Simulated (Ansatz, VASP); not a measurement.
**W: VASP beside Ansatz**

File INCAR:

```
SYSTEM = W
ALGO = Normal
EDIFF = 1E-6
ENCUT = 520
GGA = RP
ISIF = 2
ISMEAR = -1
LASPH = .TRUE.
LCHARG = .FALSE.
LREAL = .FALSE.
LWAVE = .FALSE.
NBANDS = 21
NELM = 80
PREC = Accurate
SIGMA = 0.1
```

The input KPOINTS:

```
k-points
0
G
  11 11 11
  0 0 0
```

POSCAR

```
W
1.0
    0.0000000000      2.8941586844      2.8941586844
    2.8941586844      0.0000000000      2.8941586844
    2.8941586844      2.8941586844      0.0000000000
W
2
Direct
    0.1250000000      0.1250000000      0.1250000000
    0.8750000000      0.8750000000      0.8750000000
```

Input for Ansatz:

```yaml
crystal:
  lattice:
    - [0.0, 2.8941586844, 2.8941586844]
    - [2.8941586844, 0.0, 2.8941586844]
    - [2.8941586844, 2.8941586844, 0.0]
  atoms:
    - { symbol: W, position: [0.125, 0.125, 0.125] }
    - { symbol: W, position: [0.875, 0.875, 0.875] }
hamiltonian:
  xc: rpbe
  pseudopotentials:
    kind: paw
    azcp:
      W: "pseudopotentials/W.paw.azcp"
basis:
  ecutwfc: 420
  fft_grid_basis: typed
kpoints:
  mp_grid: { grid: [11, 11, 11], shift: [0, 0, 0] }
magnetization:
  spin_polarized: false
scf:
  occupations: { method: fermi_dirac, width: 0.1 }
  lower_state_search: "off"
output:
  stress: true
```

Alike in both runs: task single point; functional RPBE; k mesh 11 × 11 × 11; occupations fermi-dirac, width 0.1 eV; no spin polarisation.

|  | VASP | Ansatz |
| --- | --- | --- |
| version | VASP 6.6.1 | Ansatz 0.2.0 |
| potentials or method | VASP PAW PBE potentials, release 64 (W_sv), cutoff 520 eV | plane waves (420 eV) with PAW, scalar-relativistic |
| valence electrons in the cell | 28 | 28 |

Ansatz gave:

```
pressure (GPa) : 5.0
```

Task: Estimate VASP's values.

Result: Pressure (GPa): 5.6.

VASP's potentials were made for PBE, not for RPBE. With one functional, cell and mesh, what is left measures potentials, basis and numerics.

Spin-orbit coupling is off throughout.
